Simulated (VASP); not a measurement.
# SrTiO3 (Pm-3m) in VASP: single point with PBE

Aim: the single point of SrTiO3 with PBE.

Everything below comes from runs of VASP 6.6.1. Logs are shortened: lines on timing, memory, paths and dates and some standing lists are left out, and cuts for length are marked.

## Step 1: The cell of the first run

It takes space group Pm-3m (No. 221, cubic). The conventional cell has a = 3.936 Å, b = 3.936 Å, c = 3.936 Å, α = 90.00°, β = 90.00°, γ = 90.00°. Sr (site symmetry m-3m) has 12 O at 2.78 Å and 8 Ti at 3.41 Å within 3.7 Å. Ti (site symmetry m-3m) has 6 O at 1.97 Å within 2.6 Å. O (site symmetry 4/mmm) has 2 Ti at 1.97 Å within 2.6 Å.

## Step 2: Single point, PBE

Input file INCAR:

```
PREC = Accurate
ENCUT = 520
EDIFF = 1E-6
ISMEAR = 0
SIGMA = 0.02
LREAL = Auto
LASPH = True
NELM = 100
ALGO = Normal
ISIF = 2
LWAVE = False
LCHARG = True
GGA = PE
LELF = True
LVHAR = True
NBANDS = 163
```

Input file KPOINTS:

```
regular mesh
0
Gamma
  3 3 3
```

Input file POSCAR:

```
SrTiO3
1.0
    3.9364351354     -3.9364351354      3.9364351354
   -7.8728702709      0.0000000000      3.9364351354
    0.0000000000     -3.9364351354     -7.8728702709
Sr Ti O
7 7 21
Direct
    0.5714285714      0.2857142857      0.4285714286
    0.8571428571      0.4285714286      0.1428571429
    0.1428571429      0.5714285714      0.8571428571
    0.7142857143      0.8571428571      0.2857142857
    0.0000000000      1.0000000000      1.0000000000
    0.2857142857      0.1428571429      0.7142857143
    0.4285714286      0.7142857143      0.5714285714
    0.0714285714      0.2857142857      0.4285714286
    0.3571428571      0.4285714286      0.1428571429
    0.6428571429      0.5714285714      0.8571428571
    0.2142857143      0.8571428571      0.2857142857
    0.5000000000      1.0000000000      0.0000000000
    0.7857142857      0.1428571429      0.7142857143
    0.9285714286      0.7142857143      0.5714285714
    0.3571428571      0.4285714286      0.6428571429
    0.6428571429      0.5714285714      0.3571428571
    0.9285714286      0.7142857143      0.0714285714
    0.5000000000      0.0000000000      0.5000000000
    0.7857142857      0.1428571429      0.2142857143
    0.0714285714      0.2857142857      0.9285714286
    0.2142857143      0.8571428571      0.7857142857
    0.2142857143      0.3571428571      0.2857142857
    0.5000000000      0.5000000000      0.0000000000
    0.7857142857      0.6428571429      0.7142857143
    0.3571428571      0.9285714286      0.1428571429
    0.6428571429      0.0714285714      0.8571428571
    0.9285714286      0.2142857143      0.5714285714
    0.0714285714      0.7857142857      0.4285714286
    0.1428571429      0.0714285714      0.3571428571
    0.4285714286      0.2142857143      0.0714285714
    0.7142857143      0.3571428571      0.7857142857
    0.2857142857      0.6428571429      0.2142857143
    0.5714285714      0.7857142857      0.9285714286
    0.8571428571      0.9285714286      0.6428571429
    0.0000000000      0.5000000000      0.5000000000
```

Potentials or basis: VASP PAW PBE potentials, release 64 (Sr_sv, Ti_sv, O).

The run is started by

```bash
cat potpaw_PBE.64/Sr_sv/POTCAR potpaw_PBE.64/Ti_sv/POTCAR potpaw_PBE.64/O/POTCAR > POTCAR
mpirun -np 1 vasp_std > vasp.out
```

OUTCAR:

```text
PREC = Accurate
   ENCUT = 520
   EDIFF = 1E-6
   ISMEAR = 0
   LREAL = Auto
   LASPH = True
   NELM = 100
   ISIF = 2
   GGA = PE

 ion  position               nearest neighbor table
   1  0.571  0.286  0.429-  29 2.78  22 2.78  25 2.78  18 2.78  31 2.78  27 2.78  19 2.78  35 2.78
                            24 2.78  16 2.78  15 2.78  30 2.78  10 3.41  13 3.41   8 3.41   8 3.41
   2  0.857  0.429  0.143-  16 2.78  30 2.78  23 2.78  28 2.78  19 2.78  35 2.78  32 2.78  31 2.78
                            20 2.78  17 2.78  22 2.78  26 2.78  14 3.41  11 3.41   9 3.41   9 3.41
   3  0.143  0.571  0.857-  15 2.78  33 2.78  23 2.78  27 2.78  21 2.78  35 2.78  31 2.78  32 2.78
                            17 2.78  20 2.78  24 2.78  25 2.78   8 3.41  13 3.41  10 3.41  10 3.41
   4  0.714  0.857  0.286-  28 2.78  23 2.78  16 2.78  33 2.78  32 2.78  17 2.78  29 2.78  18 2.78
                            27 2.78  34 2.78  25 2.78  19 2.78  14 3.41   9 3.41  11 3.41  11 3.41
   5  0.000  0.000  0.000-  25 2.78  26 2.78  22 2.78  24 2.78  17 2.78  20 2.78  29 2.78  34 2.78
                            33 2.78  30 2.78  19 2.78  21 2.78  12 3.41  12 3.41   9 3.41  10 3.41
   6  0.286  0.143  0.714-  27 2.78  23 2.78  15 2.78  30 2.78  31 2.78  20 2.78  34 2.78  18 2.78
                            28 2.78  29 2.78  26 2.78  21 2.78   8 3.41  10 3.41  13 3.41  13 3.41
   7  0.429  0.714  0.571-  34 2.78  24 2.78  26 2.78  32 2.78  18 2.78  28 2.78  21 2.78  35 2.78
                            15 2.78  16 2.78  22 2.78  33 2.78   9 3.41  11 3.41  14 3.41  14 3.41
   8  0.071  0.286  0.429-  27 1.97  19 1.97  15 1.97  35 1.97  22 1.97  29 1.97   3 3.41   6 3.41
                             1 3.41   1 3.41   4 3.41   2 3.41   5 3.41   7 3.41
   9  0.357  0.429  0.143-  22 1.97  20 1.97  16 1.97  32 1.97  23 1.97  30 1.97   7 3.41   4 3.41
[... 30 lines left out ...]
  34  0.857  0.929  0.643-  13 1.97  14 1.97   7 2.78   5 2.78   6 2.78   4 2.78
  35  0.000  0.500  0.500-   8 1.97  14 1.97   2 2.78   3 2.78   1 2.78   7 2.78

  LATTYP: Found a trigonal (rhomboedric) cell.
 ALAT       =     8.8021365519
 COS(alpha) =    -0.4000000000

  Lattice vectors:

 A1 = (   7.8728702709,   0.0000000000,  -3.9364351354)
 A2 = (   0.0000000000,   3.9364351354,   7.8728702709)
 A3 = (  -3.9364351355,  -7.8728702708,  -0.0000000001)

Analysis of symmetry for initial positions (statically):
=====================================================================
 Subroutine PRICEL returns following result:

  LATTYP: Found a simple cubic cell.
 ALAT       =     3.9364351354

  Lattice vectors:

 A1 = (  -0.0000000015,   3.9364351354,  -0.0000000015)
 A2 = (  -0.0000000008,   0.0000000000,  -3.9364351362)
 A3 = (  -3.9364351358,   0.0000000000,  -0.0000000004)

   7 primitive cells build up your supercell.

 Routine SETGRP: Setting up the symmetry group for a
 trigonal (rhombohedral) supercell.

 Subroutine GETGRP returns: Found  6 space group operations
 (whereof  6 operations were pure point group operations)
 out of a pool of 12 trial point group operations.

The static configuration has the point symmetry S_6 .

Analysis of symmetry for dynamics (positions and initial velocities):
=====================================================================
 Subroutine PRICEL returns following result:

  LATTYP: Found a simple cubic cell.
 ALAT       =     3.9364351354

  Lattice vectors:

 A1 = (  -0.0000000015,   3.9364351354,  -0.0000000015)
 A2 = (  -0.0000000008,   0.0000000000,  -3.9364351362)
 A3 = (  -3.9364351358,   0.0000000000,  -0.0000000004)

   7 primitive cells build up your supercell.

 Routine SETGRP: Setting up the symmetry group for a
 trigonal (rhombohedral) supercell.

 Subroutine GETGRP returns: Found  6 space group operations
 (whereof  6 operations were pure point group operations)
 out of a pool of 12 trial point group operations.

The dynamic configuration has the point symmetry S_6 .

 Subroutine INISYM returns: Found  6 space group operations
 (whereof  6 operations are pure point group operations),
 and found     7 'primitive' translations

----------------------------------------------------------------------------------------

                                     Primitive cell

  volume of cell :      60.9971

  direct lattice vectors                    reciprocal lattice vectors
    -0.000000002  3.936435135 -0.000000002     0.000000000  0.254036956  0.000000000
    -0.000000001  0.000000000 -3.936435136     0.000000000 -0.000000000 -0.254036956
    -3.936435136  0.000000000 -0.000000000    -0.254036956 -0.000000000  0.000000000

[... 23 lines left out ...]
 Grid dimensions read from file:
 generate k-points for:    3    3    3

 Generating k-lattice:

  Cartesian coordinates                     Fractional coordinates (reciprocal lattice)
     0.012096998 -0.048387992  0.024193996     0.333333333 -0.000000000  0.000000000
    -0.036290994 -0.024193996  0.012096998     0.000000000  0.333333333 -0.000000000
    -0.012096998 -0.036290994 -0.024193996    -0.000000000  0.000000000  0.333333333

  Length of vectors
     0.055435409  0.045262822  0.045262822

  Shift w.r.t. Gamma in fractional coordinates (k-lattice)
     0.000000000  0.000000000  0.000000000

 Subroutine IBZKPT returns following result:
 ===========================================

 Found      6 irreducible k-points:

 Following reciprocal coordinates:
            Coordinates               Weight
  0.000000  0.000000  0.000000      1.000000
  0.333333  0.000000  0.000000      6.000000
  0.000000  0.333333  0.000000      6.000000
  0.333333  0.333333  0.000000      6.000000
 -0.000000  0.333333  0.333333      2.000000
 -0.333333  0.333333  0.333333      6.000000
   k-points           NKPTS =      6   k-points in BZ     NKDIM =      6   number of bands    NBANDS=    163
   number of dos      NEDOS =    301   number of ions     NIONS =     35
   total plane-waves  NPLWV = 264600
   dimension x,y,z NGX =    54 NGY =   70 NGZ =   70
   dimension x,y,z NGXF=   108 NGYF=  140 NGZF=  140
   ions per type =               7   7  21
   NGX,Y,Z   is equivalent  to a cutoff of  13.17, 13.22, 13.22 a.u.
   NGXF,Y,Z  is equivalent  to a cutoff of  26.33, 26.44, 26.44 a.u.
 SYSTEM =  unknown system
   PREC   = accura    normal or accurate (medium, high low for compatibility)
   ISTART =      0    job   : 0-new  1-cont  2-samecut
   ICHARG =      2    charge: 1-file 2-atom 10-const
   ISPIN  =      1    spin polarized calculation?
   LNONCOLLINEAR =      F non collinear calculations
   LSORBIT =      F    spin-orbit coupling
   LASPH  =      T    aspherical Exc in radial PAW
   ENCUT  =  520.0 eV  38.22 Ry    6.18 a.u.  12.68 16.37 16.37*2*pi/ulx,y,z
   NELM   =    100;   NELMIN=  2; NELMDL= -5     # of ELM steps
   EDIFF  = 0.1E-05   stopping-criterion for ELM
   LREAL  =      T    real-space projection
   EDIFFG = 0.1E-04   stopping-criterion for IOM
   NSW    =      0    number of steps for IOM
   IBRION =     -1    ionic relax: 0-MD 1-quasi-New 2-CG
   NFREE  =      0    steps in history (QN), initial steepest desc. (CG)
   ISIF   =      2    stress and relaxation
   ISYM   =      2    0-nonsym 1-usesym 2-fastsym
   POTIM  = 0.5000    time-step for ionic-motion
   TEBEG  =    0.0;   TEEND  =   0.0 temperature during run
   PSTRESS=    0.0 pullay stress
   NELECT =     280.0000    total number of electrons
   NUPDOWN=      -1.0000    fix difference up-down
   EMIN   =  10.00;   EMAX   =-10.00  energy-range for DOS
   EFERMI =   0.00;   METHOD = LEGACY
   ISMEAR =     0;   SIGMA  =   0.02  broadening in eV -4-tet -1-fermi 0-gaus
   EFERMI_NEDOS =   21; number of points for ismear=-14 and -15
   IALGO  =     38    algorithm
   IMIX   =      4    mixing-type and parameters
     AMIX     =   0.40;   BMIX     =  1.00
     AMIX_MAG =   1.60;   BMIX_MAG =  1.00
  volume/ion in A,a.u.               =      12.20        82.33
  Fermi-wavevector in a.u.,A,eV,Ry     =   1.422302  2.687760 27.523798  2.022942
  Thomas-Fermi vector in A             =   2.543020
   LORBIT       =      0    0 simple, 1 ext, 2 COOP (PROOUT), +10 PAW based schemes
   GGA     = PE    functional components
   LHFCALC =     F    Hartree Fock is set to
   AEXX    =    0.0000 exact exchange contribution
   IVDW    =     0    specifies the selected vdW correction
   LEPSILON=     F    determine dielectric tensor
   LRPA    =     F    only Hartree local field effects (RPA)
 non-spin polarized calculation
 Gauss-broadening in eV      SIGMA  =   0.02
  energy-cutoff  :      520.00
  volume of cell :      426.98
 maximum number of plane-waves:     11518
 NGX is ok and might be reduce to    54
   NGX = 25   NGY = 33   NGZ = 33

 number of electron     279.9999917 magnetization

 Free energy of the ion-electron system (eV)
  ---------------------------------------------------
  ext. energy  EPLUGINS =         0.00000000
  ---------------------------------------------------
  free energy    TOTEN  =      -280.74039815 eV

  energy without entropy =     -280.74039815  energy(sigma->0) =     -280.74039815

 E-fermi :   4.0525     XC(G=0): -11.1443

 val. band max:        3.9141159038   @ k =  -0.3333   0.3333   0.3333
 cond. band min:       5.7813490250   @ k =   0.0000   0.0000   0.0000
 fundamental gap:      1.8672331213
 Fermi energy:         4.0525031643

 k-point     1 :       0.0000    0.0000    0.0000
  band No.  band energies     occupation
      1     -52.5927      2.00000
      2     -52.5904      2.00000
      3     -52.5904      2.00000
      4     -52.5904      2.00000
      5     -52.5904      2.00000
      6     -52.5904      2.00000
[... 919 lines left out ...]
    151       7.3021      0.00000
    152       7.4348      0.00000
 [bands above 152 left out]

------------------------ aborting loop because EDIFF is reached ----------------------------------------

  FORCE on cell =-STRESS in cart. coord.  units (eV):
  Direction    XX          YY          ZZ          XY          YZ          ZX
  --------------------------------------------------------------------------------------
  -------------------------------------------------------------------------------------
  Total        1.6376804      1.6376804      1.6376804      0.0012625      0.0012625     -0.0012625
  in kB        6.1451488      6.1451488      6.1451488      0.0047375      0.0047375     -0.0047375
  external PRESSURE =       6.1451488 kB  Pullay stress =       0.0000000 kB

 VOLUME and BASIS-vectors are now :
 -----------------------------------------------------------------------------
  energy-cutoff  :      520.00
  volume of cell :      426.98
      direct lattice vectors                 reciprocal lattice vectors
     3.936435135 -3.936435135  3.936435135     0.036290994 -0.145163975  0.072581987
    -7.872870271  0.000000000  3.936435135    -0.108872981 -0.072581987  0.036290994
     0.000000000 -3.936435135 -7.872870271    -0.036290994 -0.108872981 -0.072581987

 POSITION                                       TOTAL-FORCE (eV/Angst)
 -----------------------------------------------------------------------------------
     -0.00000     -3.93644     -0.00000        -0.000000      0.000000      0.000000
     -0.00000     -3.93644      3.93644         0.000000      0.000000     -0.000000
     -3.93644     -3.93644     -3.93644         0.000000      0.000000     -0.000000
     -3.93644     -3.93644      3.93644         0.000000      0.000000     -0.000000
      0.00000      0.00000      0.00000         0.000000      0.000000      0.000000
     -0.00000     -3.93644     -3.93644         0.000000      0.000000     -0.000000
[... 27 lines left out ...]
     -3.93644     -5.90465      1.96822        -0.000000     -0.000000      0.000000
     -3.93644     -1.96822     -1.96822        -0.000000     -0.000000      0.000000
 -----------------------------------------------------------------------------------
    total drift:                                0.000000      0.000000      0.000000

  FREE ENERGIE OF THE ION-ELECTRON SYSTEM (eV)
  ---------------------------------------------------
  free  energy   TOTEN  =      -280.7403981483 eV

  energy  without entropy=     -280.7403981483  energy(sigma->0) =     -280.74039815
```

Wall time 57 min (1 thread of Intel Xeon 8259CL, shared host); peak memory 0.74 GiB.

Results:

```
Free energy            : -280.7404 eV
Pressure               : 0.6 GPa
Band gap on the k mesh : 1.87 eV
```

Caveat: an odd mesh through Γ misses points on the zone boundary, where band edges can lie.
